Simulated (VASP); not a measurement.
Write the native input for VASP 6.6.1 that does the following.

* Task: single point
* Functional: PBE
* Potentials or basis: VASP PAW PBE potentials, release 64 (Ta_pv)
* Cutoff: 500 eV
* k mesh: 18 × 18 × 18
* Occupations: gaussian, width 0.1 eV
* Spin: non-collinear spin, zero start, spin-orbit coupling
* Starting moments: [[0.0, 0.0, 0.0]] μB
* Dipole correction: no
* Further INCAR settings: ALGO = Normal; EDIFF = 1e-06; NBANDS = 22

The structure of Ta lies in POSCAR:

```
Ta
1.0
   -1.6757165747      1.6757165747      1.6757165747
    1.6757165747     -1.6757165747      1.6757165747
    1.6757165747      1.6757165747     -1.6757165747
Ta
1
Direct
    0.0000000000      0.0000000000      0.0000000000
```

These files were run (other wordings do the same):

INCAR

```
  PREC = Accurate
  ENCUT = 500
  EDIFF = 1E-6
  ISMEAR = 0
  SIGMA = 0.1
  LREAL = F
  LASPH = T
  NELM = 200
  ALGO = Normal
  ISIF = 2
  LWAVE = F
  LCHARG = F
  MAGMOM = 0 0 0
  LORBIT = 11
  LSORBIT = T
  GGA_COMPAT = F
  LORBMOM = T
  LMAXMIX = 4
  GGA = PE
  NBANDS = 22
```

KPOINTS

```
Automatic mesh
0
Gamma
  18 18 18
```

Potentials or basis: VASP PAW PBE potentials, release 64 (Ta_pv).

The run is started by

```bash
$ cat potpaw_PBE.64/Ta_pv/POTCAR > POTCAR
$ mpirun -np 1 vasp_ncl > vasp.out
```

Results of the run:

- Pressure: -5.5 GPa
- Net moment: 0.00 μB per cell
- Valence electrons inside the program's atomic spheres: Ta 8.87

Caveat: the cell stands under tension.

Wall time 3.9 min on 1 thread of Oxide Virtual Turin-like Processor (shared host), peak memory 0.24 GiB.
